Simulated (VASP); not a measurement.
A run of VASP 6.6.1:

INCAR

```
SYSTEM = CoSi3
ALGO     = Normal         ! electronic algorithm
EDIFF    = 1E-6           ! SCF threshold, eV
ENCUT    = 520            ! plane-wave cutoff, eV
GGA      = PS             ! functional
ISIF     = 2              ! what is computed and relaxed
ISMEAR   = 0              ! smearing method
LASPH    = .True.         ! aspherical terms in the spheres
LCHARG   = .False.        ! write CHGCAR
LREAL    = .False.        ! projectors in reciprocal space
LWAVE    = .False.        ! write WAVECAR
NBANDS   = 18             ! bands
NELM     = 100            ! most SCF steps
PREC     = Accurate       ! precision mode
SIGMA    = 0.1            ! smearing width, eV
```

Contents of KPOINTS:

```
k-points
0
Gamma
  12 12 12
  0 0 0
```

Contents of POSCAR:

```
CoSi3
1.0
    0.0000000000      2.9759724507      2.9759724507
    2.9759724507      0.0000000000      2.9759724507
    2.9759724507      2.9759724507      0.0000000000
Si Co
3 1
Direct
    0.2500000000      0.2500000000      0.2500000000
    0.7500000000      0.7500000000      0.7500000000
    0.5000000000      0.5000000000      0.5000000000
    0.0000000000      0.0000000000      0.0000000000
```

Potentials or basis: VASP PAW PBE potentials, release 64 (Si, Co).

Command:

```bash
$ cat potpaw_PBE.64/Si/POTCAR potpaw_PBE.64/Co/POTCAR > POTCAR
$ mpirun -np 1 vasp_std > vasp.out
```

Hardware: 1 thread of Intel(R) Xeon(R) Platinum 8259CL CPU @ 2.50GHz (Skylake/Cascade Lake), with other jobs on the host.

Problem. How long does it take, and how much memory?

Solution. It took 57 s on 1 thread of Intel(R) Xeon(R) Platinum 8259CL CPU @ 2.50GHz (Skylake/Cascade Lake), on a shared host, peak memory 0.21 GiB. Counts: scf iterations 15, k points 72.
